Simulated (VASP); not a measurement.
Ge2Sb2Te5, 9 atoms in the cell. It takes space group P-3m1 (No. 164, trigonal). Conventional cell: a = 4.563 Å, b = 4.563 Å, c = 17.182 Å, α = 90.00°, β = 90.00°, γ = 120.00°. Within 3.9 Å of Ge (site symmetry 3m) lie 6 Te at 2.96 to 3.38 Å. Within 4.1 Å of Sb (site symmetry 3m) lie 6 Te at 3.11 to 3.26 Å. Within 4.6 Å of Te (site symmetry -3m) lie 6 Sb at 3.26 Å and 12 Te at 4.45 to 4.56 Å. Te (site symmetry 3m) has 3 Sb at 3.11 Å and 3 Ge at 3.38 Å within 4.1 Å. Within 3.9 Å of Te (site symmetry 3m) lie 3 Ge at 2.96 Å. 

```yaml
Program: VASP 6.6.1
Task: single point
Functional: PBE
Potentials_or_basis: VASP PAW PBE potentials, release 64 (Ge_d, Sb, Te)
Cutoff: 520 eV
k_mesh: 9 × 9 × 2
Occupations: gaussian, width 0.03 eV
Spin: no spin polarisation
Dipole_correction: no
Further_INCAR_settings: ALGO = Normal; EDIFF = 1e-07; NBANDS = 44
```

Potentials or basis: VASP PAW PBE potentials, release 64 (Ge_d, Sb, Te).

Launch:

```sh
$ cat potpaw_PBE.64/Ge_d/POTCAR potpaw_PBE.64/Sb/POTCAR potpaw_PBE.64/Te/POTCAR > POTCAR
$ mpirun -np 1 vasp_std > vasp.out
```

Hardware: 1 thread of Oxide Virtual Turin-like Processor, on a shared host.

Problem. How long does it take, and how much memory?

Solution. Wall time 8.5 min on 1 thread of Oxide Virtual Turin-like Processor (shared host), peak memory 0.56 GiB. Counts: scf iterations 16, k points 24.
